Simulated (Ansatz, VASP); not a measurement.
**CdTe: VASP beside Ansatz**

```
CELL_PARAMETERS angstrom
0.00000 3.27996 3.27996
3.27996 0.00000 3.27996
3.27996 3.27996 0.00000
ATOMIC_POSITIONS crystal
Cd 0.00000 0.00000 0.00000
Te 0.25000 0.25000 0.25000
```

Alike in both runs: task single point; functional r2SCAN; k mesh 4 × 4 × 4; occupations gaussian, width 0.5 eV; no spin polarisation.

```csv
,VASP,Ansatz
version,VASP 6.6.1,Ansatz 0.2.0
potentials or method,"VASP PAW PBE potentials, release 64 (Cd, Te)",plane waves
plane-wave cutoff (eV),520,500
valence electrons in the cell,18,36
```

```csv
,VASP,Ansatz,Ansatz less VASP
pressure (GPa),0.3,0.2,-0.12
```

VASP's potentials were made for PBE, not for r2SCAN. VASP's potentials hold 18 valence electrons a cell and Ansatz's 36, so a difference there can come from the potentials and not from the codes.

Neither program's run includes spin-orbit coupling.
